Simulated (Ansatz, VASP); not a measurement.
One calculation of W, two programs

```
W
1.0
     0.00000   -2.22737   -1.57850
    -0.00001    2.22737   -1.57850
     4.46296   -0.00001    0.00000
W
2
Direct
  0.50000 0.50000 0.50000
  0.00000 0.00000 0.00000
```

Change from the starting cell: atom 1 moved 0.45 Å; relaxed back.

Alike in both runs: functional PBEsol; k mesh 12 × 12 × 8; occupations gaussian, width 0.15 eV; no spin polarisation.

Ansatz relaxed the structure, and its values are those at the end. VASP's run is a single point on that final structure, the one shown.

|  | VASP | Ansatz |
| --- | --- | --- |
| version | VASP 6.6.1 | Ansatz 0.2.0 |
| potentials or method | VASP PAW PBE potentials, release 64 (W_sv), cutoff 500 eV | scalar-relativistic, plane waves, PAW |
| valence electrons in the cell | 28 | 28 |

VASP gave:

- gap on the k mesh at the Fermi level (eV): none
- pressure (GPa): 0.6

**Question.** Which values does Ansatz return?

**Answer.** gap on the k mesh at the Fermi level (eV): none; pressure (GPa): 0.0.

VASP's potentials were made for PBE, not for PBEsol. A gap of «none» marks a metal or a gap that the smearing closes. With one functional, cell and mesh, what is left measures potentials, basis and numerics.

Spin-orbit coupling is off throughout.
